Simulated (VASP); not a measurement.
Wanted: the native input for a VASP 6.6.1 run.

- Task: single point
- Functional: PBE
- Potentials or basis: VASP PAW PBE potentials, release 64 (Sn_d, Se)
- Cutoff: 520 eV
- k mesh: 9 × 9 × 4
- Occupations: gaussian, width 0.02 eV
- Spin: no spin polarisation
- Dipole correction: no
- Further INCAR settings: ALGO = Normal; EDIFF = 1e-06; NBANDS = 20

The structure of SnSe2 lies in POSCAR:

```
SnSe2
1.0
    3.8719397139      0.0000000000      0.0000000000
   -1.9359698569      3.3531981541      0.0000000000
    0.0000000000      0.0000000000      6.9713217082
Sn Se
1 2
Direct
    0.0000000000      0.0000000000      0.0000000000
    0.6666666667      0.3333333333      0.7712970698
    0.3333333333      0.6666666667      0.2287029302
```

These files were run (other wordings do the same):

INCAR

```
PREC = Accurate
ENCUT = 520
EDIFF = 1E-6
ISMEAR = 0
SIGMA = 0.02
LREAL = F
LASPH = T
NELM = 80
ALGO = Normal
ISIF = 2
LWAVE = F
LCHARG = F
GGA = PE
NBANDS = 20
```

KPOINTS

```
Automatic mesh
0
Gamma
  9 9 4
```

Potentials or basis: VASP PAW PBE potentials, release 64 (Sn_d, Se).

The run is started by

```sh
$ cat potpaw_PBE.64/Sn_d/POTCAR potpaw_PBE.64/Se/POTCAR > POTCAR
$ mpirun -np 1 vasp_std > vasp.out
```

Results of the run:

```
Pressure               : 0.1 GPa
Largest force          : 0.013 eV/Å
Band gap on the k mesh : 0.76 eV (least direct gap 1.11 eV)
```

Caveat: spin-orbit coupling is left out, which moves the levels of the heavy elements; an odd mesh through Γ misses points on the zone boundary, where band edges can lie; this functional lacks dispersion, which binds the layers, so the pressure and a relaxed spacing across them are unreliable.

Wall time 29 s on 1 thread of Intel(R) Xeon(R) 6975P-C (Granite Rapids) (shared host), peak memory 0.25 GiB.
